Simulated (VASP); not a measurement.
# LiHSO4 (P1) in VASP: notebook, part 2 of 2

VASP 6.6.1. The steps go on from the part before.

### 3 Single point, LDA

Contents of INCAR:

```
SYSTEM = LiHSO4
ALGO = Normal
EDIFF = 1E-6
ENCUT = 520
ISIF = 2
ISMEAR = -1
LASPH = .True.
LCHARG = .False.
LREAL = Auto
LWAVE = .False.
NBANDS = 88
NELM = 80
PREC = Accurate
SIGMA = 0.05
```

Contents of KPOINTS:

```
k-points
0
Gamma
  2 1 1
  0 0 0
```

Contents of POSCAR:

```
LiHSO4
1.0
    5.3414780000      0.0000000000      0.0000000000
    0.0000000000      7.3736770000      0.0000000000
   -0.0226800000      0.0000000000      8.5596560000
Li H S O
4 4 4 16
Direct
    0.4784446354      0.2998639620     -0.0175707996
    0.5243073123      0.7811977661      0.4795402993
    0.3994418946      0.6779656879      1.0321910133
    0.5581397522      0.1924277399      0.5287128361
    0.8888392039      0.6615966498      0.7987236870
    0.1632012108      0.1884541457      0.6938129289
    0.0821688737      0.3636313335      0.1809184855
    0.8388211929      0.8530208199      0.2533045721
    0.2369597941      0.5201475465      0.7149703212
    0.7976494998      1.0037190400      0.7772158133
    0.7772740441      0.4913016938      0.2730249907
    0.1800836585     -0.0092898021      0.2298456854
    0.4073943174      0.5298170777      0.8504313725
    0.6935590226      0.9774227973      0.6230273740
    0.5951535999      0.4749597792      0.1454965013
    0.2608502237     -0.0197594769      0.3979599180
    0.3053043776      0.3347312338      0.6471171271
    0.8791696753      0.8265889596      0.8406295767
    0.7509642323      0.6565245535      0.3641501481
    0.2367249798      0.1695761830      0.1614317211
    0.2754571268      0.6637529688      0.6061809026
    0.6124532315      0.1012249384      0.8864842232
    0.7909254529      0.3329275204      0.3752604077
    0.2871509750      0.8342242276      0.1503798751
    0.9843289636      0.5182760243      0.7791668263
    0.0372017078      1.1153594062      0.7677294508
    0.0382922176      0.5067485327      0.1868182553
    0.8800453345     -0.0172912375      0.2223453840
```

Potentials or basis: VASP PAW LDA potentials, release 64 (Li_sv, H, S, O).

Started as:

```console
$ cat potpaw_LDA.64/Li_sv/POTCAR potpaw_LDA.64/H/POTCAR potpaw_LDA.64/S/POTCAR potpaw_LDA.64/O/POTCAR > POTCAR
$ mpirun -np 1 vasp_std > vasp.out
```

OUTCAR:

```text
SYSTEM = LiHSO4
   EDIFF = 1E-6
   ENCUT = 520
   ISIF = 2
   ISMEAR = -1
   LASPH = .True.
   LREAL = Auto
   NELM = 80
   PREC = Accurate

 ion  position               nearest neighbor table
   1  0.478  0.300  0.982-  22 1.83  15 2.00  13 2.07  20 2.22
   2  0.524  0.781  0.480-  19 1.81  21 1.92  14 2.10  16 2.15
   3  0.399  0.678  0.032-  24 1.65  13 1.90  15 2.07
   4  0.558  0.192  0.529-  14 1.92  17 1.99  23 2.09
   5  0.889  0.662  0.799-  25 1.19  18 1.27
   6  0.163  0.188  0.694-  26 1.07  17 1.38
   7  0.082  0.364  0.181-  27 1.08
   8  0.839  0.853  0.253-  28 1.02
   9  0.237  0.520  0.715-  21 1.43  25 1.46  13 1.47  17 1.53
  10  0.798  0.004  0.777-  14 1.44  18 1.48  26 1.52  22 1.54
  11  0.777  0.491  0.273-  19 1.45  23 1.46  15 1.47  27 1.58
  12  0.180  0.991  0.230-  24 1.46  20 1.47  16 1.50  28 1.60
  13  0.407  0.530  0.850-   9 1.47   3 1.90   1 2.07
  14  0.694  0.977  0.623-  10 1.44   4 1.92   2 2.10
  15  0.595  0.475  0.145-  11 1.47   1 2.00   3 2.07
  16  0.261  0.980  0.398-  12 1.50   2 2.15
  17  0.305  0.335  0.647-   6 1.38   9 1.53   4 1.99
  18  0.879  0.827  0.841-   5 1.27  10 1.48
  19  0.751  0.657  0.364-  11 1.45   2 1.81
  20  0.237  0.170  0.161-  12 1.47   1 2.22
  21  0.275  0.664  0.606-   9 1.43   2 1.92
  22  0.612  0.101  0.886-  10 1.54   1 1.83
  23  0.791  0.333  0.375-  11 1.46   4 2.09
  24  0.287  0.834  0.150-  12 1.46   3 1.65
  25  0.984  0.518  0.779-   5 1.19   9 1.46
  26  0.037  0.115  0.768-   6 1.07  10 1.52
  27  0.038  0.507  0.187-   7 1.08  11 1.58
  28  0.880  0.983  0.222-   8 1.02  12 1.60

  LATTYP: Found a simple monoclinic cell.
 ALAT       =     5.3414780000
 B/A-ratio  =     1.3804563082
 C/A-ratio  =     1.6024939252
 COS(beta)  =    -0.0026496299

  Lattice vectors:

 A1 = (   5.3414780000,   0.0000000000,   0.0000000000)
 A2 = (   0.0000000000,   7.3736770000,   0.0000000000)
 A3 = (  -0.0226800000,   0.0000000000,   8.5596560000)

Analysis of symmetry for initial positions (statically):
[... 183 lines left out ...]
   LEPSILON=     F    determine dielectric tensor
   LRPA    =     F    only Hartree local field effects (RPA)
 non-spin polarized calculation
  energy-cutoff  :      520.00
  volume of cell :      337.13
 maximum number of plane-waves:      9084
 NGX is ok and might be reduce to    40
   NGX = 19   NGY = 27   NGZ = 31

 number of electron     136.0000010 magnetization

 Free energy of the ion-electron system (eV)
  ---------------------------------------------------
  ext. energy  EPLUGINS =         0.00000000
  ---------------------------------------------------
  free energy    TOTEN  =      -174.34485419 eV

  energy without entropy =     -174.34485419  energy(sigma->0) =     -174.34485419

 E-fermi :   0.3329     XC(G=0):  -8.9626

 val. band max:       -0.8874436259   @ k =   0.0000   0.0000   0.0000
 cond. band min:       4.5111490921   @ k =   0.0000   0.0000   0.0000
 fundamental gap:      5.3985927180
 Fermi energy:         0.3329250127

 k-point     1 :       0.0000    0.0000    0.0000
  band No.  band energies     occupation
      1     -42.8900      2.00000
      2     -42.4371      2.00000
      3     -42.4274      2.00000
      4     -42.3658      2.00000
      5     -23.9868      2.00000
      6     -23.8500      2.00000
[... 72 lines left out ...]
     79       7.8231      0.00000
     80       7.9655      0.00000

 k-point     2 :       0.5000    0.0000    0.0000
  band No.  band energies     occupation
      1     -42.8901      2.00000
      2     -42.4371      2.00000
      3     -42.4274      2.00000
      4     -42.3659      2.00000
      5     -23.9713      2.00000
      6     -23.8361      2.00000
[... 72 lines left out ...]
     79       7.7300      0.00000
     80       7.8905      0.00000
 [bands above 80 left out]

------------------------ aborting loop because EDIFF is reached ----------------------------------------

  FORCE on cell =-STRESS in cart. coord.  units (eV):
  Direction    XX          YY          ZZ          XY          YZ          ZX
  --------------------------------------------------------------------------------------
  -------------------------------------------------------------------------------------
  Total       -9.7940250    -14.0900873     -7.9896534      3.3840668      0.6951562      2.9034274
  in kB      -46.5446670    -66.9610727    -37.9696553     16.0822809      3.3036278     13.7981128
  external PRESSURE =     -50.4917983 kB  Pullay stress =       0.0000000 kB

 VOLUME and BASIS-vectors are now :
 -----------------------------------------------------------------------------
  energy-cutoff  :      520.00
  volume of cell :      337.13
      direct lattice vectors                 reciprocal lattice vectors
     5.341478000  0.000000000  0.000000000     0.187214101  0.000000000  0.000496050
     0.000000000  7.373677000  0.000000000     0.000000000  0.135617549  0.000000000
    -0.022680000  0.000000000  8.559656000     0.000000000  0.000000000  0.116827125

 POSITION                                       TOTAL-FORCE (eV/Angst)
 -----------------------------------------------------------------------------------
      2.53332      2.21110      8.40926         0.037907      0.046578      0.163597
      2.78970      5.76030      4.10470        -0.628660      0.483562      0.424097
      2.13288      4.99910      0.27554         0.509950     -1.127650     -0.711081
      2.96930      1.41890      4.52560        -0.139430      0.282579     -0.503235
      4.72960      4.87840      6.83680         0.755337     -0.014711     -0.119406
      0.85600      1.38960      5.93880        -0.295691      0.834404     -0.313019
[... 20 lines left out ...]
      0.20030      3.73660      1.59910        -0.589623     -2.247648      0.733045
      4.69570      7.24618      1.90320         1.595962     -0.914632     -0.012273
 -----------------------------------------------------------------------------------
    total drift:                                0.005739     -0.020060     -0.003161

  FREE ENERGIE OF THE ION-ELECTRON SYSTEM (eV)
  ---------------------------------------------------
  free  energy   TOTEN  =      -174.3448541905 eV

  energy  without entropy=     -174.3448541904  energy(sigma->0) =     -174.34485419
```

It took 50 s on 1 thread of Intel Xeon 6975P-C (Granite Rapids), shared host; peak memory 0.3 GiB.

What came out:

```yaml
Free_energy: -174.3449 eV
Largest_force: 4.238 eV/Å
Band_gap_on_the_k_mesh: 5.40 eV, direct
```

Forces in eV/Å, atoms in the order of the input:
```
Li   0.038  0.047  0.164
Li  -0.629  0.484  0.424
Li   0.510 -1.128 -0.711
Li  -0.139  0.283 -0.503
H    0.755 -0.015 -0.119
H   -0.296  0.834 -0.313
H    0.569  1.336 -0.129
H   -0.264  0.268  0.183
S    2.962 -1.751  0.405
S   -0.452  1.621  2.398
S    0.375 -1.367  0.096
S    0.719  0.646  2.111
O    0.238  0.466  0.686
O   -0.706  0.213 -1.123
O   -0.168  0.358  0.304
O   -0.359  0.344 -1.693
O   -1.054  0.579 -0.414
O   -0.625  0.180  0.539
O    0.073  0.812 -0.699
O   -0.454 -0.593 -0.070
O    0.079  0.253 -0.620
O    2.802 -2.057 -2.423
O   -0.447  0.549 -0.506
O   -0.929  1.798  0.415
O   -2.320  0.038 -0.187
O   -1.284 -1.035  1.065
O   -0.590 -2.248  0.733
O    1.596 -0.915 -0.012
```

Caveat: the k points lie up to 0.85 Å⁻¹ apart; the cutoff is under 1.25 times the usual one of these potentials, so pressure, stress and relaxed cells hold a basis-set (Pulay) error; forces of over 1 eV/Å act on the atoms, so gaps and moduli don't describe the material at rest. As with any semilocal functional, this LDA gap is likely too small.

### 4 Single point, LDA

Contents of INCAR:

```
SYSTEM = LiHSO4
ALGO     = Normal         ! electronic algorithm
EDIFF    = 1E-6           ! SCF threshold, eV
ENCUT    = 520            ! plane-wave cutoff, eV
GGA      = CA             ! functional
ISIF     = 2              ! what is computed and relaxed
ISMEAR   = -1             ! smearing method
LASPH    = .True.         ! aspherical terms in the spheres
LCHARG   = .False.        ! write CHGCAR
LREAL    = Auto         
LWAVE    = .False.        ! write WAVECAR
NBANDS   = 88             ! bands
NELM     = 60             ! most SCF steps
PREC     = Accurate       ! precision mode
SIGMA    = 0.05           ! smearing width, eV
```

KPOINTS is that of step 3.

Contents of POSCAR:

```
LiHSO4
1.0
    5.3414780000      0.0000000000      0.0000000000
    0.0000000000      7.3736770000      0.0000000000
   -0.0226800000      0.0000000000      8.5596560000
Li H S O
4 4 4 16
Direct
    0.4471410960      0.2921473235      0.0041590456
    0.5726389354      0.8117117145      0.5131514631
    0.3228923550      0.6032268568      1.0812350403
    0.4926494957      0.2074677261      0.4927884952
    0.9057112034      0.6960028219      0.7908495388
    0.1124106742      0.2164049225      0.7468758090
    0.1583374388      0.2901944308      0.2052886237
    0.8561407676      0.8162955877      0.2670668074
    0.2405573803      0.5346993094      0.7156946494
    0.7725196311      1.0230445407      0.7935015145
    0.7815785413      0.4593230759      0.2594613615
    0.2005664685     -0.0198544091      0.2302195322
    0.3433036656      0.5294509103      0.8751753575
    0.7442598953      1.0153685875      0.6193940504
    0.6312494438      0.4364579571      0.1192688117
    0.3665100449     -0.0402106032      0.3750150707
    0.2629671928      0.3513850688      0.6540332929
    0.8015190587      0.8360415028      0.8552212846
    0.7731869795      0.6587893666      0.3025238397
    0.2709210770      0.1655754653      0.1772033829
    0.3686858594      0.6548835811      0.6096740336
    0.5819279602      0.1263006231      0.8622309121
    0.6995988405      0.3657062820      0.3964645308
    0.2424050940      0.8554212505      0.1014760406
    0.9736338462      0.5730519522      0.7206247541
    0.0480453271      1.1103008716      0.8215633899
    0.0492413719      0.4285243305      0.2170063844
    0.9215213499     -0.0256181550      0.2551153925
```

Potentials or basis: VASP PAW LDA potentials, release 64 (Li_sv, H, S, O).

Started as:

```console
$ cat potpaw_LDA.64/Li_sv/POTCAR potpaw_LDA.64/H/POTCAR potpaw_LDA.64/S/POTCAR potpaw_LDA.64/O/POTCAR > POTCAR
$ mpirun -np 1 vasp_std > vasp.out
```

OUTCAR:

```text
SYSTEM = LiHSO4
   EDIFF = 1E-6
   ENCUT = 520
   GGA = CA
   ISIF = 2
   ISMEAR = -1
   LASPH = .True.
   LREAL = Auto
   NELM = 60
   PREC = Accurate

 ion  position               nearest neighbor table
   1  0.447  0.292  0.004-  15 1.75  22 1.87  20 1.99  13 2.14   3 2.48
   2  0.573  0.812  0.513-  21 1.79  16 1.95  14 1.98
   3  0.323  0.603  0.081-  13 1.85  24 1.92  15 2.08  27 2.27   1 2.48
   4  0.493  0.207  0.493-  23 1.81  17 2.13  16 2.19  14 2.23
   5  0.906  0.696  0.791-  25 1.15  18 1.30
   6  0.112  0.216  0.747-  26 1.07
   7  0.158  0.290  0.205-  20 1.12  27 1.18
   8  0.856  0.816  0.267-  28 1.22  19 1.28
   9  0.241  0.535  0.716-  21 1.44  25 1.45  17 1.46  13 1.47
  10  0.773  0.023  0.794-  22 1.40  18 1.48  14 1.50  26 1.62
  11  0.782  0.459  0.259-  23 1.43  15 1.45  27 1.49  19 1.52
  12  0.201  0.980  0.230-  24 1.45  20 1.49  28 1.51  16 1.53
  13  0.343  0.529  0.875-   9 1.47   3 1.85   1 2.14
  14  0.744  0.015  0.619-  10 1.50   2 1.98   4 2.23
  15  0.631  0.436  0.119-  11 1.45   1 1.75   3 2.08
  16  0.367  0.960  0.375-  12 1.53   2 1.95   4 2.19
  17  0.263  0.351  0.654-   9 1.46   4 2.13
  18  0.802  0.836  0.855-   5 1.30  10 1.48
  19  0.773  0.659  0.303-   8 1.28  11 1.52
  20  0.271  0.166  0.177-   7 1.12  12 1.49   1 1.99
  21  0.369  0.655  0.610-   9 1.44   2 1.79
  22  0.582  0.126  0.862-  10 1.40   1 1.87
  23  0.700  0.366  0.396-  11 1.43   4 1.81
  24  0.242  0.855  0.101-  12 1.45   3 1.92
  25  0.974  0.573  0.721-   5 1.15   9 1.45
  26  0.048  0.110  0.822-   6 1.07  10 1.62
  27  0.049  0.429  0.217-   7 1.18  11 1.49   3 2.27
  28  0.922  0.974  0.255-   8 1.22  12 1.51

  LATTYP: Found a simple monoclinic cell.
 ALAT       =     5.3414780000
 B/A-ratio  =     1.3804563082
 C/A-ratio  =     1.6024939252
 COS(beta)  =    -0.0026496299

  Lattice vectors:

 A1 = (   5.3414780000,   0.0000000000,   0.0000000000)
 A2 = (   0.0000000000,   7.3736770000,   0.0000000000)
 A3 = (  -0.0226800000,   0.0000000000,   8.5596560000)

Analysis of symmetry for initial positions (statically):
[... 184 lines left out ...]
   LRPA    =     F    only Hartree local field effects (RPA)
 non-spin polarized calculation
  energy-cutoff  :      520.00
  volume of cell :      337.13
 maximum number of plane-waves:      9084
 NGX is ok and might be reduce to    40
   NGX = 19   NGY = 27   NGZ = 31

 number of electron     136.0000003 magnetization

 Free energy of the ion-electron system (eV)
  ---------------------------------------------------
  ext. energy  EPLUGINS =         0.00000000
  ---------------------------------------------------
  free energy    TOTEN  =      -174.74734917 eV

  energy without entropy =     -174.74734917  energy(sigma->0) =     -174.74734917

 E-fermi :   0.5051     XC(G=0):  -8.9100

 val. band max:       -0.7770231839   @ k =   0.5000   0.0000   0.0000
 cond. band min:       4.5707408444   @ k =   0.0000   0.0000   0.0000
 fundamental gap:      5.3477640284
 Fermi energy:         0.5050527886

 k-point     1 :       0.0000    0.0000    0.0000
  band No.  band energies     occupation
      1     -42.8441      2.00000
      2     -42.7272      2.00000
      3     -42.5832      2.00000
      4     -42.2139      2.00000
      5     -24.3261      2.00000
      6     -24.0195      2.00000
[... 72 lines left out ...]
     79       7.9736      0.00000
     80       8.0920      0.00000

 k-point     2 :       0.5000    0.0000    0.0000
  band No.  band energies     occupation
      1     -42.8441      2.00000
      2     -42.7272      2.00000
      3     -42.5832      2.00000
      4     -42.2139      2.00000
      5     -24.2986      2.00000
      6     -24.0278      2.00000
[... 72 lines left out ...]
     79       8.0552      0.00000
     80       8.1486      0.00000
 [bands above 80 left out]

------------------------ aborting loop because EDIFF is reached ----------------------------------------

  FORCE on cell =-STRESS in cart. coord.  units (eV):
  Direction    XX          YY          ZZ          XY          YZ          ZX
  --------------------------------------------------------------------------------------
  -------------------------------------------------------------------------------------
  Total       -4.6079314     -3.9412647     -8.3585147     -4.9388782      1.3933467     -3.3148358
  in kB      -21.8985178    -18.7302820    -39.7226149    -23.4712942      6.6216756    -15.7532706
  external PRESSURE =     -26.7838049 kB  Pullay stress =       0.0000000 kB

 VOLUME and BASIS-vectors are now :
 -----------------------------------------------------------------------------
  energy-cutoff  :      520.00
  volume of cell :      337.13
      direct lattice vectors                 reciprocal lattice vectors
     5.341478000  0.000000000  0.000000000     0.187214101  0.000000000  0.000496050
     0.000000000  7.373677000  0.000000000     0.000000000  0.135617549  0.000000000
    -0.022680000  0.000000000  8.559656000     0.000000000  0.000000000  0.116827125

 POSITION                                       TOTAL-FORCE (eV/Angst)
 -----------------------------------------------------------------------------------
      2.38830      2.15420      0.03560        -0.105177     -0.684745     -0.928602
      3.04710      5.98530      4.39240         0.075461      0.038300     -0.199706
      1.72288      4.44800      0.69534         0.031307      0.547022     -0.060210
      2.62030      1.52980      4.21810        -0.067351     -0.350802      0.535810
      4.81990      5.13210      6.76940        -0.071822      0.066650     -0.497147
      0.58350      1.59570      6.39300        -0.293113     -0.423991     -0.023996
[... 20 lines left out ...]
      0.25810      3.15980      1.85750        -0.034025      0.642599      0.153926
      4.91650      7.18478      2.18370         0.308584     -0.401674      1.022712
 -----------------------------------------------------------------------------------
    total drift:                               -0.013905     -0.019764     -0.002479

  FREE ENERGIE OF THE ION-ELECTRON SYSTEM (eV)
  ---------------------------------------------------
  free  energy   TOTEN  =      -174.7473491662 eV

  energy  without entropy=     -174.7473491662  energy(sigma->0) =     -174.74734917
```

It took 51 s on 1 thread of Intel Xeon 6975P-C (Granite Rapids), shared host; peak memory 0.3 GiB.

Results:

- Free energy: -174.7473 eV
- Largest force: 5.020 eV/Å
- Band gap on the k mesh: 5.35 eV, indirect (least direct gap 5.40 eV)

Forces on the atoms (eV/Å):
```
Li  -0.105 -0.685 -0.929
Li   0.075  0.038 -0.200
Li   0.031  0.547 -0.060
Li  -0.067 -0.351  0.536
H   -0.072  0.067 -0.497
H   -0.293 -0.424 -0.024
H   -0.722 -0.119  0.263
H    0.041  0.132 -0.166
S    2.622 -0.629 -0.296
S    3.864 -1.290 -2.934
S    0.324  3.017  0.657
S    1.662 -1.470  0.762
O   -0.139  0.292  0.379
O   -0.491  0.105  0.944
O   -0.372  0.017  0.256
O   -2.078 -0.100 -1.906
O   -0.257 -1.796 -0.717
O   -0.354  0.969  0.342
O   -0.082  0.239 -0.016
O    0.329  0.192 -0.813
O   -0.050  0.392  0.618
O   -0.931  0.851  1.402
O    0.188 -0.726 -0.470
O    0.876 -0.236  1.062
O   -2.390  1.089  0.638
O   -1.883 -0.363 -0.008
O   -0.034  0.643  0.154
O    0.309 -0.402  1.023
```

Caveat: the k points lie up to 0.85 Å⁻¹ apart; the cutoff is under 1.25 times the usual one of these potentials, so pressure, stress and relaxed cells hold a basis-set (Pulay) error; forces of over 1 eV/Å act on the atoms, so gaps and moduli don't describe the material at rest.
